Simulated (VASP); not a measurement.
The system is Sr2AgMoO6.

```
CELL_PARAMETERS angstrom
0.00000 5.71613 0.00000
5.71613 0.00000 0.00000
2.85807 2.85807 -4.08563
ATOMIC_POSITIONS crystal
Sr 0.75000 0.25000 0.50000
Sr 0.25000 0.75000 0.50000
Ag 0.00000 0.00000 0.00000
Mo 0.50000 0.50000 0.00000
O 0.26114 0.26114 0.47772
O 0.73886 0.73886 0.52228
O 0.29333 0.22558 0.00000
O 0.22558 0.70667 0.00000
O 0.70667 0.77442 0.00000
O 0.77442 0.29333 0.00000
```

```yaml
Program: VASP 6.6.1
Task: relaxation of the atoms
Functional: PBE
Potentials_or_basis: VASP PAW PBE potentials, release 64 (Sr_sv, Ag, Mo_sv, O)
Cutoff: 520 eV
k_mesh: 5 × 5 × 5
Occupations: methfessel-paxton, width 0.0674 eV
Spin: no spin polarisation
```

At the start: pressure 2.3 GPa; volume 13.35 Å³/atom.

Task: How do energy, volume and symmetry change on relaxing?

Result: Over 15 steps the energy falls by 59.9 meV/atom; space group I4/m (No. 87, to 0.05 Å).

Step by step:
```
step  energy change (eV)  largest force (eV/Å)  pressure (GPa)
   1              0.0000                1.9146            2.34
   2             -0.1972                1.5616            9.00
   3             -0.3306                0.4108            5.83
   4             -0.3626                0.4101            5.68
   5             -0.4529                0.3818            5.24
   6             -0.5693                0.5099            4.29
   7             -0.5759                0.6850            3.91
   8             -0.5922                0.2116            4.64
   9             -0.5922                0.2110            4.64
  10             -0.5957                0.1323            4.62
  11             -0.5984                0.0466            4.58
  12             -0.5984                0.0468            4.58
  13             -0.5988                0.0410            4.65
  14             -0.5989                0.0546            4.70
  15             -0.5991                0.0080            4.63
```

Final structure:
```cif
data_structure
_symmetry_space_group_name_H-M 'P 1'
_symmetry_Int_Tables_number 1
_cell_length_a 5.7161
_cell_length_b 5.7161
_cell_length_c 5.7471
_cell_angle_alpha 60.178
_cell_angle_beta 60.178
_cell_angle_gamma 90.000
_cell_volume 133.49
loop_
_atom_site_label
_atom_site_type_symbol
_atom_site_fract_x
_atom_site_fract_y
_atom_site_fract_z
_atom_site_occupancy
Sr1 Sr 0.75000 0.25000 0.50000 1
Sr2 Sr 0.25000 0.75000 0.50000 1
Ag1 Ag 0.00000 0.00000 0.00000 1
Mo1 Mo 0.50000 0.50000 0.00000 1
O1 O 0.26506 0.26506 0.46988 1
O2 O 0.73494 0.73494 0.53012 1
O3 O 0.33677 0.20700 0.00000 1
O4 O 0.20700 0.66323 0.00000 1
O5 O 0.66323 0.79300 0.00000 1
O6 O 0.79300 0.33677 0.00000 1
```

Caveat: an odd number of electrons without spin polarisation forces a metal; a magnetic or distorted state may lie lower.
